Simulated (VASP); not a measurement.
## SiC: single point with r2SCAN

The system is SiC.

```
Si C
1.0
     0.00000   -2.17814   -2.17814
    -2.17814    0.00000   -2.17814
     2.17814    2.17814   -4.35629
Si C
2 2
Direct
  0.00000 0.00000 0.00000
  0.50000 0.50000 0.50000
  0.37500 0.37500 0.87500
  0.87500 0.87500 0.37500
```

```
Program                : VASP 6.6.1
Task                   : single point
Functional             : r2SCAN
Potentials or basis    : VASP PAW PBE potentials, release 64 (Si, C)
Cutoff                 : 520 eV
k mesh                 : 12 × 12 × 10
Occupations            : gaussian, width 0.05 eV
Spin                   : no spin polarisation
Dipole correction      : no
Further INCAR settings : ALGO = Normal; EDIFF = 1e-06; NBANDS = 16; ISYM = 0
```

```json
{
 "Pressure": "-0.2 GPa",
 "Band gap on the k mesh": "1.72 eV"
}
```

Levels at points of the mesh, in eV from the valence-band top:
| k point | band 6 | band 7 | band 8 | band 9 | band 10 | band 11 |
| --- | --- | --- | --- | --- | --- | --- |
| (0.00, 0.00, 0.00) | 0.00 | 0.00 | 0.00 | 6.00 | 6.85 | 7.76 |
| (0.50, 0.00, 0.00) | -4.10 | -2.42 | -2.42 | 4.19 | 4.19 | 8.63 |
| (0.00, 0.50, 0.00) | -4.10 | -2.42 | -2.42 | 4.19 | 4.19 | 8.63 |
| (0.50, 0.50, 0.00) | -3.34 | -1.11 | -1.11 | 1.72 | 4.83 | 6.00 |
| (0.00, 0.00, 0.50) | -0.64 | -0.64 | -0.64 | 6.57 | 6.57 | 8.49 |
| (0.50, 0.00, 0.50) | -3.34 | -1.11 | -1.11 | 1.72 | 4.83 | 6.00 |
| (0.00, 0.50, 0.50) | -3.34 | -1.11 | -1.11 | 1.72 | 4.83 | 6.00 |
| (0.50, 0.50, 0.50) | -4.10 | -2.42 | -2.42 | 4.19 | 4.19 | 8.63 |

Run time: 7.4 min on 1 thread of Intel(R) Xeon(R) 6975P-C (Granite Rapids), on a shared host, peak memory 0.47 GiB.

Caveat: the PAW data sets were made with another functional, which shifts forces and pressure a little. A k mesh can miss the band edges.
